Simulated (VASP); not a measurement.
Set up this calculation in VASP 6.6.1, as the native input.

```yaml
Task: relaxation of cell and atoms
Functional: PBE
Potentials_or_basis: VASP PAW PBE potentials, release 64 (Mg, S)
Cutoff: 600 eV
k_mesh: 8 × 8 × 8
Occupations: gaussian, width 0.02 eV
Spin: no spin polarisation
Dipole_correction: no
Further_INCAR_settings: ALGO = Normal; EDIFF = 1e-07; IBRION = 2; EDIFFG = -0.002; NSW = 100; ISIF = 3
```

The structure of MgS (m.bB) lies in POSCAR:

```
MgS
1.0
    0.0000000000      2.5950000000      2.5950000000
    2.5950000000      0.0000000000      2.5950000000
    2.5950000000      2.5950000000      0.0000000000
Mg S
1 1
Direct
    0.0000000000      0.0000000000      0.0000000000
    0.5000000000      0.5000000000      0.5000000000
```

These files were run (other wordings do the same):

INCAR

```
SYSTEM = MgS
ALGO = Normal ; EDIFF = 1E-7
EDIFFG = -0.002 ; ENCUT = 600
GGA = PE ; GGA_COMPAT = .FALSE.
IBRION = 2 ; ISIF = 3
ISMEAR = 0 ; LASPH = .TRUE.
LCHARG = .FALSE. ; LREAL = .FALSE.
LWAVE = .FALSE. ; NELM = 120
NELMIN = 4 ; NSW = 100
PREC = Accurate ; SIGMA = 0.02
```

KPOINTS

```
k-points
0
G
  8 8 8
  0 0 0
```

Potentials or basis: VASP PAW PBE potentials, release 64 (Mg, S).

Command:

```sh
$ cat potpaw_PBE.64/Mg/POTCAR potpaw_PBE.64/S/POTCAR > POTCAR
$ mpirun -np 1 vasp_std > vasp.out
```

Results of the run:

```
Relaxed volume                         : 17.81 Å³/atom
Relaxed cell                           : a = 3.693 Å, b = 3.693 Å, c = 3.693 Å, α = 60.00°, β = 60.00°, γ = 60.00°
Space group after relaxing (to 0.05 Å) : Fm-3m (No. 225)
Energy gained by relaxing              : 1.6 meV/atom
Ionic steps                            : 3
Pressure after relaxing                : 0.0 GPa
Band gap on the k mesh                 : 2.75 eV, indirect (least direct gap 3.62 eV)
```

Run time: 21 s on 1 thread of Intel Xeon 6975P-C, with other jobs on the host, peak memory 0.18 GiB.
